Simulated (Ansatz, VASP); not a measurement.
# As: VASP beside Ansatz

The input INCAR:

```
PREC = Accurate
ENCUT = 520
EDIFF = 1E-6
ISMEAR = -1
SIGMA = 0.05
LREAL = False
LASPH = True
NELM = 80
ALGO = Normal
ISIF = 2
LWAVE = False
LCHARG = True
GGA = PE
LELF = True
LVHAR = True
NBANDS = 18
```

File KPOINTS:

```
Automatic mesh
0
Gamma
  8 8 6
```

The input POSCAR:

```
As
1.0
    1.8370864449     -5.5364249026      0.0000000000
    1.8370864449      5.5364249026      0.0000000000
    0.0000000000      0.0000000000      4.4996035117
As
4
Direct
    0.3900000000      0.6100000000      0.5600000000
    0.8900000000      0.1100000000      0.9400000000
    0.6100000000      0.3900000000      0.4400000000
    0.1100000000      0.8900000000      0.0600000000
```

The input input.yaml:

```yaml
crystal:
  lattice:
    - [1.8370864449, -5.5364249026, 0.0]
    - [1.8370864449, 5.5364249026, 0.0]
    - [0.0, 0.0, 4.4996035117]
  atoms:
    - { symbol: As, position: [0.39, 0.61, 0.56] }
    - { symbol: As, position: [0.89, 0.11, 0.94] }
    - { symbol: As, position: [0.61, 0.39, 0.44] }
    - { symbol: As, position: [0.11, 0.89, 0.06] }
hamiltonian:
  xc: pbe
  pseudopotentials: { kind: paw }
kpoints:
  mp_grid: { grid: [8, 8, 6] }
scf:
  occupations: { method: fermi_dirac, width: 0.05 }
output:
  forces: true
  stress: true
  eigenvalues: true
```

Alike in both runs: task single point; functional PBE; k mesh 8 × 8 × 6; occupations fermi-dirac, width 0.05 eV; no spin polarisation.

|  | VASP | Ansatz |
| --- | --- | --- |
| version | VASP 6.6.1 | Ansatz 0.2.0 |
| potentials or method | VASP PAW PBE potentials, release 64 (As) | Ansatz PAW |
| plane-wave cutoff (eV) | 520 | 420 |
| valence electrons in the cell | 20 | 60 |

```tsv
	VASP	Ansatz	Ansatz less VASP
gap on the k mesh at the Fermi level (eV)	0.10	0.11	+0.012
least direct gap on the mesh (eV)	0.17	0.18	+0.009
pressure (GPa)	1.9	1.6	-0.29
traceless stress, the component that is largest in VASP (GPa)	0.79	0.81	+0.027
rms of the force components (eV/Å)	0.065	0.083	+0.0186
```

Atom by atom the forces differ by 0.034 eV/Å (rms over components). VASP's potentials hold 20 valence electrons a cell and Ansatz's 60, so a difference there can come from the potentials and not from the codes.
